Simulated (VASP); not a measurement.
# Te2Mo (Fm-3m) in VASP: a series of runs

The runs below take Te2Mo through single point, with PBEsol, HSE06, PBE-based screened hybrid with 30 % exact exchange.

Everything below comes from runs of VASP 6.6.1. Logs are shortened: lines on timing, memory, paths and dates and some standing lists are left out, and cuts for length are marked.

**1. The cell of the first run**

Symmetry: Fm-3m, No. 225, cubic system. The conventional cell has a = 6.630 Å, b = 6.630 Å, c = 6.630 Å, α = 90.00°, β = 90.00°, γ = 90.00°. Within 3.8 Å of Mo (site symmetry m-3m) lie 8 Te at 2.87 Å. Te (site symmetry -43m) has 4 Mo at 2.87 Å and 6 Te at 3.31 Å within 3.8 Å.

**2. Single point, PBEsol**

Input file INCAR:

```
  PREC = Accurate
  ENCUT = 520
  EDIFF = 1E-6
  ISMEAR = 0
  SIGMA = 0.001
  LREAL = False
  LASPH = True
  NELM = 60
  ALGO = Normal
  ISIF = 2
  LWAVE = False
  LCHARG = True
  GGA = PS
  LELF = True
  LVHAR = True
  NBANDS = 20
```

Input file KPOINTS:

```
Automatic mesh
0
Gamma
  4 4 4
```

Input file POSCAR:

```
Te2Mo
1.0
    0.0000000000      3.3148317929      3.3148317929
    3.3148317929      0.0000000000      3.3148317929
    3.3148317929      3.3148317929      0.0000000000
Mo Te
1 2
Direct
    0.0000000000      0.0000000000      0.0000000000
    0.2500000000      0.2500000000      0.2500000000
    0.7500000000      0.7500000000      0.7500000000
```

Potentials or basis: VASP PAW PBE potentials, release 64 (Mo_sv, Te).

Started as:

```console
$ cat potpaw_PBE.64/Mo_sv/POTCAR potpaw_PBE.64/Te/POTCAR > POTCAR
$ mpirun -np 1 vasp_std > vasp.out
```

OUTCAR:

```text
PREC = Accurate
   ENCUT = 520
   EDIFF = 1E-6
   ISMEAR = 0
   LREAL = False
   LASPH = True
   NELM = 60
   ISIF = 2
   GGA = PS

 ion  position               nearest neighbor table
   1  0.000  0.000  0.000-   2 2.87   3 2.87   3 2.87   3 2.87   3 2.87   2 2.87   2 2.87   2 2.87

   2  0.250  0.250  0.250-   1 2.87   1 2.87   1 2.87   1 2.87   3 3.31   3 3.31   3 3.31   3 3.31
                             3 3.31   3 3.31
   3  0.750  0.750  0.750-   1 2.87   1 2.87   1 2.87   1 2.87   2 3.31   2 3.31   2 3.31   2 3.31
                             2 3.31   2 3.31

  LATTYP: Found a face centered cubic cell.
 ALAT       =     6.6296635858

  Lattice vectors:

 A1 = (   0.0000000000,   3.3148317929,   3.3148317929)
 A2 = (   3.3148317929,   0.0000000000,   3.3148317929)
 A3 = (   3.3148317929,   3.3148317929,   0.0000000000)

Analysis of symmetry for initial positions (statically):
=====================================================================
 Subroutine PRICEL returns:
 Original cell was already a primitive cell.

 Routine SETGRP: Setting up the symmetry group for a
 face centered cubic supercell.

 Subroutine GETGRP returns: Found 48 space group operations
 (whereof 48 operations were pure point group operations)
 out of a pool of 48 trial point group operations.

The static configuration has the point symmetry O_h .

Analysis of symmetry for dynamics (positions and initial velocities):
=====================================================================
 Subroutine PRICEL returns:
 Original cell was already a primitive cell.

 Routine SETGRP: Setting up the symmetry group for a
 face centered cubic supercell.

 Subroutine GETGRP returns: Found 48 space group operations
 (whereof 48 operations were pure point group operations)
 out of a pool of 48 trial point group operations.

The dynamic configuration has the point symmetry O_h .

 Subroutine INISYM returns: Found 48 space group operations
 (whereof 48 operations are pure point group operations),
 and found     1 'primitive' translations

----------------------------------------------------------------------------------------

                                     Primitive cell

  volume of cell :      72.8475

  direct lattice vectors                    reciprocal lattice vectors
[... 69 lines left out ...]
   LASPH  =      T    aspherical Exc in radial PAW
   ENCUT  =  520.0 eV  38.22 Ry    6.18 a.u.   8.72  8.72  8.72*2*pi/ulx,y,z
   NELM   =     60;   NELMIN=  2; NELMDL= -5     # of ELM steps
   EDIFF  = 0.1E-05   stopping-criterion for ELM
   LREAL  =      F    real-space projection
   EDIFFG = 0.1E-04   stopping-criterion for IOM
   NSW    =      0    number of steps for IOM
   IBRION =     -1    ionic relax: 0-MD 1-quasi-New 2-CG
   NFREE  =      0    steps in history (QN), initial steepest desc. (CG)
   ISIF   =      2    stress and relaxation
   ISYM   =      2    0-nonsym 1-usesym 2-fastsym
   POTIM  = 0.5000    time-step for ionic-motion
   TEBEG  =    0.0;   TEEND  =   0.0 temperature during run
   PSTRESS=    0.0 pullay stress
   NELECT =      26.0000    total number of electrons
   NUPDOWN=      -1.0000    fix difference up-down
   EMIN   =  10.00;   EMAX   =-10.00  energy-range for DOS
   EFERMI =   0.00;   METHOD = LEGACY
   ISMEAR =     0;   SIGMA  =   0.00  broadening in eV -4-tet -1-fermi 0-gaus
   EFERMI_NEDOS =   21; number of points for ismear=-14 and -15
   IALGO  =     38    algorithm
   IMIX   =      4    mixing-type and parameters
     AMIX     =   0.40;   BMIX     =  1.00
     AMIX_MAG =   1.60;   BMIX_MAG =  1.00
  volume/ion in A,a.u.               =      24.28       163.87
  Fermi-wavevector in a.u.,A,eV,Ry     =   1.161256  2.194455 18.347652  1.348514
  Thomas-Fermi vector in A             =   2.297829
   LORBIT       =      0    0 simple, 1 ext, 2 COOP (PROOUT), +10 PAW based schemes
   GGA     = PS    functional components
   LHFCALC =     F    Hartree Fock is set to
   AEXX    =    0.0000 exact exchange contribution
   IVDW    =     0    specifies the selected vdW correction
   LEPSILON=     F    determine dielectric tensor
   LRPA    =     F    only Hartree local field effects (RPA)
 non-spin polarized calculation
 Gauss-broadening in eV      SIGMA  =   0.00
  energy-cutoff  :      520.00
  volume of cell :       72.85
 maximum number of plane-waves:      1964
 NGX is ok and might be reduce to    36
   NGX = 17   NGY = 17   NGZ = 17

 number of electron      26.0000001 magnetization

 Free energy of the ion-electron system (eV)
  ---------------------------------------------------
  ext. energy  EPLUGINS =         0.00000000
  ---------------------------------------------------
  free energy    TOTEN  =       -18.16649857 eV

  energy without entropy =      -18.16633005  energy(sigma->0) =      -18.16641431

 E-fermi :   8.6453     XC(G=0): -10.7445

 val. band max:        8.5229597443   @ k =   0.5000   0.5000   0.0000
 cond. band min:       8.6457946356   @ k =   0.5000   0.2500   0.0000
 fundamental gap:      0.1228348912
 Fermi energy:         8.6453176993

 k-point     1 :       0.0000    0.0000    0.0000
  band No.  band energies     occupation
      1     -51.7804      2.00000
      2     -25.9259      2.00000
      3     -25.9259      2.00000
      4     -25.9259      2.00000
      5      -4.9899      2.00000
      6      -0.3487      2.00000
[... 173 lines left out ...]
     19      13.7884      0.00000
     20      16.4475      0.00000

------------------------ aborting loop because EDIFF is reached ----------------------------------------

  FORCE on cell =-STRESS in cart. coord.  units (eV):
  Direction    XX          YY          ZZ          XY          YZ          ZX
  --------------------------------------------------------------------------------------
  -------------------------------------------------------------------------------------
  Total       -0.9934488     -0.9934488     -0.9934488      0.0000000      0.0000000      0.0000000
  in kB      -21.8495050    -21.8495050    -21.8495050      0.0000000      0.0000000      0.0000000
  external PRESSURE =     -21.8495050 kB  Pullay stress =       0.0000000 kB

 VOLUME and BASIS-vectors are now :
 -----------------------------------------------------------------------------
  energy-cutoff  :      520.00
  volume of cell :       72.85
      direct lattice vectors                 reciprocal lattice vectors
     0.000000000  3.314831793  3.314831793    -0.150837216  0.150837216  0.150837216
     3.314831793  0.000000000  3.314831793     0.150837216 -0.150837216  0.150837216
     3.314831793  3.314831793  0.000000000     0.150837216  0.150837216 -0.150837216

 POSITION                                       TOTAL-FORCE (eV/Angst)
 -----------------------------------------------------------------------------------
      0.00000      0.00000      0.00000        -0.000000      0.000000     -0.000000
      1.65742      1.65742      1.65742         0.000000      0.000000      0.000000
      4.97225      4.97225      4.97225        -0.000000     -0.000000     -0.000000
 -----------------------------------------------------------------------------------
    total drift:                               -0.000000      0.000000      0.000000

  FREE ENERGIE OF THE ION-ELECTRON SYSTEM (eV)
  ---------------------------------------------------
  free  energy   TOTEN  =       -18.1664985731 eV

  energy  without entropy=      -18.1663300466  energy(sigma->0) =      -18.16641431
```

stdout:

```text
POSCAR found type information on POSCAR MoTe
 POSCAR found :  2 types and       3 ions
 scaLAPACK will be used
 -----------------------------------------------------------------------------
|                                                                             |
|                                                                             |
|     You enforced a specific xc type in the INCAR file but a different       |
|     I HOPE YOU KNOW WHAT YOU ARE DOING!                                     |
|                                                                             |
 -----------------------------------------------------------------------------

 LDA part: xc-table for (Slater+PW92), standard interpolation
 POSCAR, INCAR and KPOINTS ok, starting setup
 FFT: planning ... GRIDC
 FFT: planning ... GRID_SOFT
 FFT: planning ... GRID
 WAVECAR not read
 entering main loop
```

Wall time 30 s (1 thread of AMD EPYC, shared host); peak memory 0.17 GiB.

What came out:

```
Free energy            : -18.1665 eV
Pressure               : -2.2 GPa
Band gap on the k mesh : zero (bands 13 and 14 overlap by 0.74 eV)
```

Caveat: the k points lie up to 0.41 Å⁻¹ apart, too coarse for converged energies and pressures of a metal; the structure was generated, so it needn't be the stable form of Te2Mo; the PAW data sets were made with another functional, which shifts forces and pressure a little; spin-orbit coupling is left out, which moves the levels of the heavy elements.

**3. Single point, PBEsol, collinear spin**

Input file INCAR:

```
PREC = Accurate
ENCUT = 520
EDIFF = 1E-7
ISMEAR = -1
SIGMA = 0.02
LREAL = F
LASPH = T
NELM = 150
ALGO = Normal
ISIF = 2
LWAVE = F
LCHARG = T
ISPIN = 2
MAGMOM = 1.36 -0.01 -0.01
LORBIT = 11
LMAXMIX = 4
GGA = PS
LELF = T
LVHAR = T
NBANDS = 24
```

Input file KPOINTS:

```
regular mesh
0
Gamma
  4 4 4
```

POSCAR is that of step 2.

Potentials or basis: VASP PAW PBE potentials, release 64 (Mo_sv, Te).

Started as:

```console
$ cat potpaw_PBE.64/Mo_sv/POTCAR potpaw_PBE.64/Te/POTCAR > POTCAR
$ mpirun -np 1 vasp_std > vasp.out
```

Run time: 80 s. Hardware: 1 thread of AMD EPYC, shared host; peak memory 0.21 GiB.

Results (log left out):

- Free energy: -18.2431 eV
- Pressure: 0.9 GPa
- Net moment: 1.62 μB per cell
- Site moments: Mo +1.32; Te -0.02 μB
- Valence electrons inside the program's atomic spheres: Mo 12.32; Te 3.39

Levels at points of the mesh, in eV from the Fermi level:
Spin up:
| k point | band 11 | band 12 | band 13 | band 14 | band 15 | band 16 | band 17 | band 18 |
| --- | --- | --- | --- | --- | --- | --- | --- | --- |
| (0.00, 0.00, 0.00) | -1.42 | 0.17 | 0.17 | 0.17 | 2.91 | 2.91 | 2.91 | 3.22 |
| (0.50, 0.00, 0.00) | -2.58 | -2.35 | -1.11 | -1.11 | 0.90 | 2.83 | 2.83 | 6.03 |
| (0.50, 0.50, 0.00) | -2.05 | -1.44 | -0.93 | 0.84 | 2.42 | 3.42 | 3.66 | 3.66 |
Spin down:
| k point | band 8 | band 9 | band 10 | band 11 | band 12 | band 13 | band 14 | band 15 | band 16 | band 17 |
| --- | --- | --- | --- | --- | --- | --- | --- | --- | --- | --- |
| (0.00, 0.00, 0.00) | -4.90 | -4.90 | -0.25 | -0.25 | 0.24 | 0.24 | 0.24 | 3.39 | 3.39 | 3.39 |
| (0.50, 0.00, 0.00) | -4.01 | -3.14 | -2.48 | -2.48 | -2.30 | -0.05 | -0.05 | 1.46 | 3.47 | 3.47 |
| (0.50, 0.50, 0.00) | -4.66 | -4.66 | -1.60 | -1.60 | -0.50 | 0.40 | 1.45 | 2.43 | 3.85 | 3.85 |

Caveat: the k points lie up to 0.41 Å⁻¹ apart; the structure was generated, so it needn't be the stable form of Te2Mo; the PAW data sets were made with another functional, which shifts forces and pressure a little; spin-orbit coupling is left out, which moves the levels of the heavy elements.

(Part 1 of 2 ends here.)

The gap in the log of VASP goes by the Fermi energy; the results here count the filled bands.